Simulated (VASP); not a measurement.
# MoS2 (R-3m) in VASP: further runs, part 2 of 2

VASP 6.6.1. The steps go on from the part before.

### Step 3. Relaxation of cell and atoms, PBE+D3(BJ)

This run uses another cell than the first one, of 17.75 Å³/atom, 1.044 times its volume.

INCAR reads:

```
ALGO = Normal ; EDIFF = 1E-6
EDIFFG = -0.05 ; ENCUT = 600
GGA = PE ; IBRION = 2
ISIF = 3 ; ISMEAR = 0
IVDW = 12 ; LASPH = T
LCHARG = F ; LREAL = F
LWAVE = F ; NELM = 60
NSW = 100 ; PREC = Accurate
SIGMA = 0.1
```

KPOINTS reads:

```
k-points
0
Gamma
  6 6 6
```

POSCAR reads:

```
MoS2
1.0
    1.5855000000      0.9153888518      6.1149966667
   -1.5855000000      0.9153888518      6.1149966667
    0.0000000000     -1.8307777036      6.1149966667
Mo S
1 2
Direct
    0.0000000000      0.0000000000      0.0000000000
    0.7500000000      0.7500000000      0.7500000000
    0.2500000000      0.2500000000      0.2500000000
```

Potentials or basis: VASP PAW PBE potentials, release 64 (Mo_sv, S).

The run is started by

```sh
> cat potpaw_PBE.64/Mo_sv/POTCAR potpaw_PBE.64/S/POTCAR > POTCAR
> mpirun -np 1 vasp_std > vasp.out
```

OUTCAR:

```text
EDIFF = 1E-6
   EDIFFG = -0.05
   ENCUT = 600
   GGA = PE
   IBRION = 2
   ISIF = 3
   ISMEAR = 0
   IVDW = 12
   LASPH = T
   LREAL = F
   NELM = 60
   NSW = 100
   PREC = Accurate
 IVDW          = 12

 ion  position               nearest neighbor table
   1  0.000  0.000  0.000-   2 2.39   3 2.39   2 2.39   2 2.39   3 2.39   3 2.39
   2  0.750  0.750  0.750-   1 2.39   1 2.39   1 2.39
   3  0.250  0.250  0.250-   1 2.39   1 2.39   1 2.39

  LATTYP: Found a trigonal (rhomboedric) cell.
 ALAT       =     6.3831756386
 COS(alpha) =     0.8766074614

  Lattice vectors:

 A1 = (   1.5855000000,   0.9153888518,   6.1149966667)
 A2 = (  -1.5855000000,   0.9153888518,   6.1149966667)
 A3 = (   0.0000000000,  -1.8307777036,   6.1149966667)

Analysis of symmetry for initial positions (statically):
=====================================================================
 Subroutine PRICEL returns:
 Original cell was already a primitive cell.

 Routine SETGRP: Setting up the symmetry group for a
 trigonal (rhombohedral) supercell.

 Subroutine GETGRP returns: Found 12 space group operations
 (whereof 12 operations were pure point group operations)
 out of a pool of 12 trial point group operations.

The static configuration has the point symmetry D_3d.

Analysis of symmetry for dynamics (positions and initial velocities):
=====================================================================
 Subroutine PRICEL returns:
 Original cell was already a primitive cell.

 Routine SETGRP: Setting up the symmetry group for a
 trigonal (rhombohedral) supercell.

 Subroutine GETGRP returns: Found 12 space group operations
 (whereof 12 operations were pure point group operations)
 out of a pool of 12 trial point group operations.

The dynamic configuration has the point symmetry D_3d.

 Subroutine INISYM returns: Found 12 space group operations
 (whereof 12 operations are pure point group operations),
 and found     1 'primitive' translations

----------------------------------------------------------------------------------------

                                     Primitive cell

[... 113 lines left out ...]
  volume/ion in A,a.u.               =      17.75       119.78
  Fermi-wavevector in a.u.,A,eV,Ry     =   1.289118  2.436081 22.610522  1.661826
  Thomas-Fermi vector in A             =   2.421031
   LORBIT       =      0    0 simple, 1 ext, 2 COOP (PROOUT), +10 PAW based schemes
   GGA     = PE    functional components
   LHFCALC =     F    Hartree Fock is set to
   AEXX    =    0.0000 exact exchange contribution
   IVDW    =    12    specifies the selected vdW correction
   LEPSILON=     F    determine dielectric tensor
   LRPA    =     F    only Hartree local field effects (RPA)
 conjugate gradient relaxation of ions
 non-spin polarized calculation
 Gauss-broadening in eV      SIGMA  =   0.10
  energy-cutoff  :      600.00
  volume of cell :       53.25
 maximum number of plane-waves:      1800
 NGX is ok and might be reduce to    54
   NGX = 25   NGY = 25   NGZ = 25

--------------------------------------- Ionic step        1  -------------------------------------------

 number of electron      26.0000000 magnetization

 Free energy of the ion-electron system (eV)
  ---------------------------------------------------
  ext. energy  EPLUGINS =         0.00000000
  ---------------------------------------------------
  free energy    TOTEN  =       -20.97488026 eV

  energy without entropy =      -20.97225535  energy(sigma->0) =      -20.97356780

------------------------ aborting loop because EDIFF is reached ----------------------------------------

 Edisp (eV)   -1.28095

 E8    (eV) :    -0.5173
[... 108 lines left out ...]
  FREE ENERGIE OF THE ION-ELECTRON SYSTEM (eV)
  ---------------------------------------------------
  free  energy   TOTEN  =       -22.2888357694 eV

  energy  without entropy=      -22.2851019218  energy(sigma->0) =      -22.28696885

[... ionic steps 4 to 10 ...]

--------------------------------------- Ionic step       11  -------------------------------------------

 number of electron      26.0000000 magnetization

------------------------ aborting loop because EDIFF is reached ----------------------------------------
[... 77 lines left out ...]
--------------------------------------- Ionic step       13  -------------------------------------------

 number of electron      26.0000000 magnetization

 Free energy of the ion-electron system (eV)
  ---------------------------------------------------
  ext. energy  EPLUGINS =         0.00000000
  ---------------------------------------------------
  free energy    TOTEN  =       -20.98126639 eV

  energy without entropy =      -20.97699525  energy(sigma->0) =      -20.97913082

 E-fermi :   8.2291     XC(G=0): -11.1784

 val. band max:        8.2137918497   @ k =   0.3333   0.3333   0.3333
 cond. band min:       8.3007470955   @ k =   0.5000   0.3333   0.1667
 fundamental gap:      0.0869552458
 Fermi energy:         8.2291197575

 k-point     1 :       0.0000    0.0000    0.0000
  band No.  band energies     occupation
      1     -53.3806      2.00000
      2     -27.4681      2.00000
      3     -27.3276      2.00000
      4     -27.3276      2.00000
      5      -6.8902      2.00000
      6      -5.1804      2.00000
[... 457 lines left out ...]
      4     -27.3823      2.00000
      5      -4.8608      2.00000
      6      -4.4168      2.00000
[... 9 lines left out ...]
     16      11.2880      0.00000
     17      12.3428      0.00000

 [... further k-points ...]

------------------------ aborting loop because EDIFF is reached ----------------------------------------

 Edisp (eV)   -1.34141

 E8    (eV) :    -0.5415
[... 26 lines left out ...]
  FREE ENERGIE OF THE ION-ELECTRON SYSTEM (eV)
  ---------------------------------------------------
  free  energy   TOTEN  =       -22.3226803662 eV

  energy  without entropy=      -22.3184092225  energy(sigma->0) =      -22.32054479

 reached required accuracy - stopping structural energy minimisation
```

CONTCAR:

```text
MoS2
   1.00000000000000
     1.5687854488859989    0.9057387012149530    5.9758027048668501
    -1.5687854488859989    0.9057387012149530    5.9758027048668501
     0.0000000000000000   -1.8114774024299054    5.9758027048668501
  Mo              S
     1     2
Direct
     0.0000000000000000    0.0000000000000000    0.0000000000000000
     0.7558426481871755    0.7558426481871755    0.7558426481871755
     0.2441573518128245    0.2441573518128245    0.2441573518128245

  0.00000000E+00  0.00000000E+00  0.00000000E+00
  0.00000000E+00  0.00000000E+00  0.00000000E+00
  0.00000000E+00  0.00000000E+00  0.00000000E+00
```

It took 8.8 min on 1 thread of Intel Xeon Platinum 8481C at 2.70GHz (Sapphire Rapids), shared host; peak memory 0.44 GiB.

What came out:

```yaml
Free_energy: -22.3227 eV
Relaxed_volume: 16.98 Å³/atom
Relaxed_cell: a = 6.244 Å, b = 6.244 Å, c = 6.244 Å, α = 29.10°, β = 29.10°, γ = 29.10°
Space_group_after_relaxing_to_0.05_Å: R-3m (No. 166)
Energy_gained_by_relaxing: 22.3 meV/atom
Ionic_steps: 13
Pressure_after_relaxing: -0.1 GPa
Largest_force_after_relaxing: 0.011 eV/Å
Band_gap_on_the_k_mesh: zero (band 13 reaches 8.55 eV, above the bottom of band 14 at 8.07 eV)
Dispersion_energy_per_atom: -0.447 eV
```

Forces in eV/Å, atoms in the order of the input:
```
Mo   0.000  0.000  0.000
S    0.000  0.000 -0.011
S    0.000  0.000  0.011
```

The path:
| step | energy change (eV) | largest force (eV/Å) | pressure (GPa) | volume (Å³) |
| --- | --- | --- | --- | --- |
| 1 | 0.0000 | 0.9364 | 3.87 | 53.25 |
| 2 | 0.0557 | 0.8430 | -8.68 | 56.62 |
| 3 | -0.0330 | 0.2018 | -1.36 | 54.48 |
| 4 | -0.0330 | 0.2154 | -1.30 | 54.46 |
| 5 | -0.0450 | 0.1723 | -0.89 | 53.74 |
| 6 | -0.0525 | 0.0848 | -0.05 | 52.49 |
| 7 | -0.0526 | 0.0941 | -0.14 | 52.61 |
| 8 | -0.0565 | 0.1031 | 0.03 | 52.28 |
| 9 | -0.0642 | 0.1288 | 0.70 | 51.31 |
| 10 | -0.0544 | 0.1417 | 2.57 | 49.36 |
| 11 | -0.0649 | 0.1641 | 1.21 | 50.85 |
| 12 | -0.0666 | 0.0606 | 0.46 | 50.91 |
| 13 | -0.0669 | 0.0115 | -0.05 | 50.95 |

Final structure:
```
Mo S
1.0
     1.56879    0.90574    5.97580
    -1.56879    0.90574    5.97580
     0.00000   -1.81148    5.97580
Mo S
1 2
Direct
  0.00000 0.00000 0.00000
  0.75584 0.75584 0.75584
  0.24416 0.24416 0.24416
```

Caveat: the k points lie up to 0.39 Å⁻¹ apart in the final cell; pairwise dispersion overbinds metals, which lowers pressure and volume; the relaxation stopped at a loose force limit of 0.05 eV/Å, so its end isn't a converged minimum.
